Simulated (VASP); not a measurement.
# LiCl: single point with r2SCAN

Crystal: LiCl.

```
Li Cl
1.0
     3.27112    0.01930    0.00000
     0.01930    3.27112    0.00000
     0.00000    0.00000    3.27112
Li Cl
1 1
Direct
  0.00000 0.00000 0.00000
  0.50000 0.50000 0.50000
```

This cell differs from its parent crystal: shear xy strain +1.2%.

| Item | Value |
| --- | --- |
| Program | VASP 6.6.1 |
| Task | single point |
| Functional | r2SCAN |
| Potentials or basis | VASP PAW PBE potentials, release 64 (Li_sv, Cl) |
| Cutoff | 520 eV |
| k mesh | 8 × 8 × 8 |
| Occupations | gaussian, width 0.01 eV |
| Spin | no spin polarisation |
| Dipole correction | no |
| Further INCAR settings | ALGO = Normal; EDIFF = 1e-07; NBANDS = 12 |

| Item | Value |
| --- | --- |
| Band gap on the k mesh | 5.39 eV (least direct gap 5.97 eV) |

Levels at points of the mesh, in eV from the valence-band top:
| k point | band 3 | band 4 | band 5 | band 6 | band 7 | band 8 |
| --- | --- | --- | --- | --- | --- | --- |
| (0.00, 0.00, 0.00) | -0.87 | -0.85 | -0.82 | 5.39 | 9.38 | 9.38 |
| (0.50, 0.00, 0.00) | -4.00 | -0.36 | -0.36 | 6.67 | 10.67 | 11.02 |
| (0.50, 0.50, 0.00) | -3.42 | -3.39 | 0.00 | 5.97 | 10.75 | 10.88 |
| (0.00, 0.00, 0.50) | -4.00 | -0.39 | -0.34 | 6.67 | 10.67 | 10.99 |
| (0.50, 0.00, 0.50) | -3.41 | -3.41 | 0.00 | 5.97 | 10.82 | 10.82 |
| (0.50, 0.50, 0.50) | -2.57 | -2.55 | -2.54 | 5.77 | 5.81 | 5.86 |

Wall time 120 s on 1 thread of Intel Xeon 8259CL, with other jobs on the host, peak memory 0.16 GiB.

Caveat: the cell differs from its parent crystal (shear xy strain +1.2%). A k mesh can miss the band edges.
